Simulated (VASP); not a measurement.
Write the native input for VASP 6.6.1 that does the following.

```
Task                   : single point
Functional             : PBE
Potentials or basis    : VASP PAW PBE potentials, release 64 (Na_pv, Pr_3), 4f in core
Cutoff                 : 500 eV
k mesh                 : 6 × 6 × 4
Occupations            : gaussian, width 0.1 eV
Spin                   : no spin polarisation
Dipole correction      : no
Mended                 : yes
Further INCAR settings : ALGO = Normal; EDIFF = 1e-06; NBANDS = 16
```

The structure of NaPr lies in POSCAR:

```
NaPr
1.0
    3.4543158989      0.0000000000      0.0000000000
    0.0000000000      3.4543158989      0.0000000000
    0.0000000000      0.0000000000      6.0228950636
Na Pr
1 1
Direct
    0.0000000000      0.0000000000      0.0000000000
    0.5000000000      0.5000000000      0.5000000000
```

The cell was built from a structure type or drawn by symmetry, and may not be a known phase.

These files were run (other wordings do the same):

INCAR

```
SYSTEM = NaPr
PREC = Accurate ; ENCUT = 500
EDIFF = 1E-6 ; ISMEAR = 0
SIGMA = 0.1 ; LREAL = .False.
LASPH = .True. ; NELM = 200
ALGO = Normal ; ISIF = 2
LWAVE = .False. ; LCHARG = .True.
GGA = PE ; LELF = .True.
LVHAR = .True. ; NBANDS = 16
GGA_COMPAT = .False. ; LMAXMIX = 6
```

KPOINTS

```
Automatic mesh
0
Gamma
  6 6 4
  0 0 0
```

Potentials or basis: VASP PAW PBE potentials, release 64 (Na_pv, Pr_3), 4f in core.

Launch:

```sh
$ cat potpaw_PBE.64/Na_pv/POTCAR potpaw_PBE.64/Pr_3/POTCAR > POTCAR
$ mpirun -np 1 vasp_std > vasp.out
```

Results of the run:

The pressure is 0.1 GPa and the band gap on the k mesh is zero (bands 9 and 10 overlap by 1.10 eV).

Caveat: spin-orbit coupling is left out, which moves the levels of the heavy elements; the 4f electrons are frozen in the core, so they carry no moment and show no levels.

Wall time 27 s on 1 thread of AMD EPYC 9R14 (Zen 4), on a shared host, peak memory 0.17 GiB.
